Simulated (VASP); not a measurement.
Crystal: CuO.

```
CELL_PARAMETERS angstrom
2.29404 -1.67637 0.00000
2.29404 1.67637 0.00000
-0.83268 0.00000 4.95462
ATOMIC_POSITIONS crystal
Cu 0.50000 0.00000 0.50000
Cu 0.00000 0.50000 0.00000
O 0.41840 0.58160 0.75000
O 0.58160 0.41840 0.25000
```

Base run:

| Quantity | Value |
| --- | --- |
| Program | VASP 6.6.1 |
| Functional | r2SCAN |
| Potentials or basis | VASP PAW PBE potentials, release 64 (Cu, O) |
| Cutoff | 520 eV |
| k mesh | 10 × 10 × 5 |
| Occupations | fermi-dirac, width 0.05 eV |
| Spin | no spin polarisation |

Its results: band gap on the k mesh zero (bands 17 and 18 overlap by 0.59 eV); pressure 12.9 GPa; largest force 0.018 eV/Å.

The run is repeated on the same cell with these changes: functional from r2SCAN to PBEsol. What comes out?

Band gap on the k mesh zero (bands 17 and 18 overlap by 0.61 eV); pressure 10.6 GPa; largest force 0.108 eV/Å.

Caveats: the cell stands under pressure; the PAW data sets were made with another functional, which shifts forces and pressure a little; semilocal functionals often make such compounds metallic where correlation or magnetic order opens a gap, which also shifts bond lengths.
